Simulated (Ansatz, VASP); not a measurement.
## Two plane-wave programs on Al2InAs3

INCAR

```
SYSTEM = Al2InAs3
PREC = Accurate
ENCUT = 520
EDIFF = 1E-6
ISMEAR = 0
SIGMA = 0.1
LREAL = .False.
LASPH = .True.
NELM = 80
ALGO = Normal
ISIF = 2
LWAVE = .False.
LCHARG = .False.
GGA = PE
NBANDS = 26
```

Contents of KPOINTS:

```
Automatic mesh
0
Gamma
  6 6 6
  0 0 0
```

POSCAR

```
Al2InAs3
1.0
   -1.9629459000      1.9629459000      8.3280741300
    1.9629459000     -1.9629459000      8.3280741300
    1.9629459000      1.9629459000     -8.3280741300
Al In As
2 1 3
Direct
    0.6666666700      0.6666666700      0.0000000000
    0.3333333300      0.3333333300      0.0000000000
    0.0000000000      0.0000000000      0.0000000000
    0.4166666700      0.9166666700      0.5000000000
    0.0833333300      0.5833333300      0.5000000000
    0.7500000000      0.2500000000      0.5000000000
```

Input for Ansatz:

```yaml
crystal:
  lattice:
    - [-1.9629459, 1.9629459, 8.32807413]
    - [1.9629459, -1.9629459, 8.32807413]
    - [1.9629459, 1.9629459, -8.32807413]
  atoms:
    - { symbol: Al, position: [0.66666667, 0.66666667, 0.0] }
    - { symbol: Al, position: [0.33333333, 0.33333333, 0.0] }
    - { symbol: In, position: [0.0, 0.0, 0.0] }
    - { symbol: As, position: [0.41666667, 0.91666667, 0.5] }
    - { symbol: As, position: [0.08333333, 0.58333333, 0.5] }
    - { symbol: As, position: [0.75, 0.25, 0.5] }
basis:
  ecutwfc: 420
kpoints:
  mp_grid: { grid: [6, 6, 6] }
hamiltonian:
  xc: pbe
scf:
  occupations: { method: gaussian, width: 0.1 }
  lower_state_search: "off"
output:
  forces: true
  stress: true
  eigenvalues: true
```

Alike in both runs: task single point; functional PBE; k mesh 6 × 6 × 6; occupations gaussian, width 0.1 eV; no spin polarisation.

```csv
,VASP,Ansatz
version,VASP 6.6.1,Ansatz 0.2.0
potentials or method,"VASP PAW PBE potentials, release 64 (Al, In_d, As), cutoff 520 eV","scalar-relativistic, plane waves, PAW"
valence electrons in the cell,34,64
```

|  | VASP | Ansatz | Ansatz less VASP |
| --- | --- | --- | --- |
| gap on the k mesh at the Fermi level (eV) | 1.19 | 1.20 | +0.013 |
| least direct gap on the mesh (eV) | 1.57 | 1.59 | +0.012 |
| pressure (GPa) | 16.5 | 16.2 | -0.24 |
| traceless stress, the component that is largest in VASP (GPa) | -0.17 | -0.17 | +0.003 |
| rms of the force components (eV/Å) | 0.777 | 0.778 | +0.0007 |

Atom by atom the forces differ by 0.001 eV/Å (rms over components). The functional is the same, so the differences come from potentials, cutoffs and numerics. VASP's potentials hold 34 valence electrons a cell and Ansatz's 64, so a difference there can come from the potentials and not from the codes.
